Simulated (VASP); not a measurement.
Here is a VASP 6.6.1 calculation.

INCAR

```
ALGO     = Normal         # electronic algorithm
EDIFF    = 1E-7           # SCF threshold, eV
ENCUT    = 520            # plane-wave cutoff, eV
GGA      = PS             # functional
ISIF     = 2              # what is computed and relaxed
ISMEAR   = -1             # smearing method
LASPH    = True           # aspherical terms in the spheres
LCHARG   = False          # write CHGCAR
LREAL    = False          # projectors in reciprocal space
LWAVE    = False          # write WAVECAR
NBANDS   = 10             # bands
NELM     = 80             # most SCF steps
PREC     = Accurate       # precision mode
SIGMA    = 0.05           # smearing width, eV
```

The input KPOINTS:

```
k-points
0
Gamma
  10 10 10
```

Contents of POSCAR:

```
Al
1.0
    0.0000000000      2.7415165562      2.7415165562
    2.7415165562      0.0000000000      2.7415165562
    2.7415165562      2.7415165562      0.0000000000
Al
2
Direct
   -0.2150000000     -0.0950000000     -0.0950000000
    0.2150000000      0.0950000000      0.0950000000
```

Potentials or basis: VASP PAW PBE potentials, release 64 (Al).

Launch:

```bash
$ cat potpaw_PBE.64/Al/POTCAR > POTCAR
$ mpirun -np 1 vasp_std > vasp.out
```

Question: What does it give for the largest force?

Answer: 14.756 eV/Å.

Question: What does it give for the pressure?

Answer: 35.3 GPa.

Forces in eV/Å, atoms in the order of the input:
```
Al  -8.519  8.519  8.519
Al   8.519 -8.519 -8.519
```

Caveat: the cell differs from its parent crystal (shortest bond scaled by 0.76); the PAW data sets were made with another functional, which shifts forces and pressure a little.
